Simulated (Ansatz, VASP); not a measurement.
One calculation of Al3B2W, two programs

```xyz
6
Lattice="2.9690 0.0000 0.0000 -1.4845 2.5713 0.0000 0.0000 0.0000 9.9850" Properties=species:S:1:pos:R:3 pbc="T T T"
Al    0.0000    0.0000    8.2466
Al    0.0000    1.7142    3.7873
Al    1.4845    0.8571    6.0785
B     0.0000    1.7142    9.9767
B     1.4845    0.8571    0.0292
W     0.0000    0.0000    1.6370
```

Alike in both runs: task relaxation of cell and atoms; functional PBE; k mesh 12 × 12 × 4; occupations gaussian, width 0.1 eV; no spin polarisation.

|  | VASP | Ansatz |
| --- | --- | --- |
| version | VASP 6.6.1 | Ansatz 0.2.0 |
| potentials or method | VASP PAW PBE potentials, release 64 (Al, B, W_sv), cutoff 600 eV | scalar-relativistic, plane waves, PAW |
| valence electrons in the cell | 29 | 29 |

```csv
,VASP,Ansatz,Ansatz less VASP
"gap on the k mesh at the Fermi level, each at its own relaxed structure (eV)",none,none,-
relaxed volume (Å³/atom),12.66,12.65,-0.004
relaxed cell length with the largest relative difference (Å),2.974,2.973,-0.0005
```

A gap of «none» marks a metal or a gap that the smearing closes.

Neither program's run includes spin-orbit coupling.
